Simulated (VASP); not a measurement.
A run of VASP 6.6.1:

Contents of INCAR:

```
PREC = Accurate
ENCUT = 600
EDIFF = 1E-6
ISMEAR = -1
SIGMA = 0.05
LREAL = F
LASPH = T
NELM = 60
ALGO = Normal
ISIF = 3
LWAVE = F
LCHARG = F
GGA = PS
IBRION = 2
NSW = 100
EDIFFG = -0.003
```

The input KPOINTS:

```
regular mesh
0
Gamma
  17 17 9
```

Contents of POSCAR:

```
Tl
1.0
    3.4380000000      0.0000000000      0.0000000000
   -1.7190000000      2.9773953382      0.0000000000
    0.0000000000      0.0000000000      5.4780000000
Tl
2
Direct
    0.3333333333      0.6666666667      0.2500000000
    0.6666666667      0.3333333333      0.7500000000
```

Potentials or basis: VASP PAW PBE potentials, release 64 (Tl_d).

The run is started by

```bash
$ cat potpaw_PBE.64/Tl_d/POTCAR > POTCAR
$ mpirun -np 1 vasp_std > vasp.out
```

Hardware: 1 thread of AMD EPYC 9R45 96-Core Processor (Zen 5) (shared host).

Task: How long does it take, and how much memory?

Result: Run time: 2.1 min on 1 thread of AMD EPYC 9R45 96-Core Processor (Zen 5), with other jobs on the host, peak memory 0.28 GiB. Counts: scf iterations 28, k points 165, ion steps 5.
